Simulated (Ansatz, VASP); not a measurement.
One calculation of Mg, two programs

The input INCAR:

```
  PREC = Accurate
  ENCUT = 520
  EDIFF = 1E-7
  ISMEAR = -1
  SIGMA = 0.05
  LREAL = False
  LASPH = True
  NELM = 80
  ALGO = Normal
  ISIF = 2
  LWAVE = False
  LCHARG = False
  GGA = PS
  NBANDS = 7
```

The input KPOINTS:

```
regular mesh
0
Gamma
  16 16 16
```

The input POSCAR:

```
Mg
1.0
   -1.4617350000      1.4765000000      1.4765000000
    1.4765000000     -1.4617350000      1.4765000000
    1.4765000000      1.4765000000     -1.4617350000
Mg
1
Direct
    0.0000000000      0.0000000000      0.0000000000
```

Input for Ansatz:

```yaml
crystal:
  lattice:
    - [-1.461735, 1.4765, 1.4765]
    - [1.4765, -1.461735, 1.4765]
    - [1.4765, 1.4765, -1.461735]
  atoms:
    - { symbol: Mg, position: [0.0, 0.0, 0.0] }
kpoints:
  mp_grid: { grid: [16, 16, 16] }
  band_path:
    path:
      - [0.0, 0.0, 0.0]
      - [0.0, 0.0, 0.5]
      - [-0.5, 0.5, 0.5]
      - [-0.7474684983, 0.2525315017, 0.2525315017]
      - [0.2525315017, 0.2525315017, 0.2525315017]
      - [0.0, 0.0, 0.0]
      - [-0.5, 0.0, 0.5]
    npoints: 5
scf:
  occupations: { method: fermi_dirac, width: 0.05 }
hamiltonian:
  xc: pbesol
  pseudopotentials: { kind: all_electron, lapw: { basis_error: 0.00025 } }
output:
  forces: true
  stress: true
  eigenvalues: true
```

Change from the starting cell: equal xy, yz and zx shear strains of +1 %.

Alike in both runs: task single point; functional PBEsol; k mesh 16 × 16 × 16; occupations fermi-dirac, width 0.05 eV; no spin polarisation.

|  | VASP | Ansatz |
| --- | --- | --- |
| version | VASP 6.6.1 | Ansatz 0.2.0 |
| potentials or method | VASP PAW PBE potentials, release 64 (Mg), cutoff 520 eV | all-electron LAPW, scalar-relativistic |

Ansatz gave:

- pressure (GPa): 60.1
- traceless stress, the component that is largest in VASP (GPa): -1.16

Question: What did VASP give for the same quantities?

Answer: Pressure (GPa): 61.5; traceless stress, the component that is largest in VASP (GPa): -1.18.

VASP's potentials were made for PBE, not for PBEsol. Both programs put the cell under a high pressure, so it lies far from rest at this level. Ansatz ran all-electron here, and VASP with PAW potentials.

Noted on VASP's run: the cell as given lies far from equilibrium.
